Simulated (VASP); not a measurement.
# TiAl3: single point with PBE

The system is TiAl3.

```xyz
4
Lattice="-1.8990 1.8990 4.2363 1.8990 -1.8990 4.2363 1.8990 1.8990 -4.2363" Properties=species:S:1:pos:R:3 pbc="T T T"
Ti    0.0000    0.0000    0.0000
Al    0.0000    0.0000    4.2363
Al    0.0000    1.8990    2.1181
Al    1.8990    0.0000    2.1181
```

* Program: VASP 6.6.1
* Task: single point
* Functional: PBE
* Potentials or basis: VASP PAW PBE potentials, release 64 (Ti_sv, Al)
* Cutoff: 520 eV
* k mesh: 16 × 16 × 16
* Occupations: fermi-dirac, width 0.15 eV
* Spin: no spin polarisation
* Dipole correction: no
* Further INCAR settings: ALGO = Fast; EDIFF = 1e-06; NBANDS = 18

```
Pressure : 5.0 GPa
```

Levels at points of the mesh, in eV from the Fermi level:
```tsv
k point	band 7	band 8	band 9	band 10	band 11	band 12	band 13	band 14	band 15	band 16
(0.00, 0.00, 0.00)	-2.68	-1.50	-1.31	-1.31	0.82	1.74	1.74	2.20	2.56	3.92
(0.50, 0.00, 0.00)	-3.71	-2.98	-1.13	-0.29	0.48	1.85	2.07	2.78	3.16	4.59
(0.50, 0.50, 0.00)	-4.47	-3.88	-2.79	-2.25	-1.04	1.81	1.99	2.73	2.90	3.32
(0.50, 0.50, 0.50)	-2.09	-0.99	-0.99	-0.28	0.69	0.69	0.95	3.09	4.94	6.21
```

Run time: 12 min on 1 thread of Intel(R) Xeon(R) Platinum 8559C (Emerald Rapids) (shared host), peak memory 0.53 GiB.
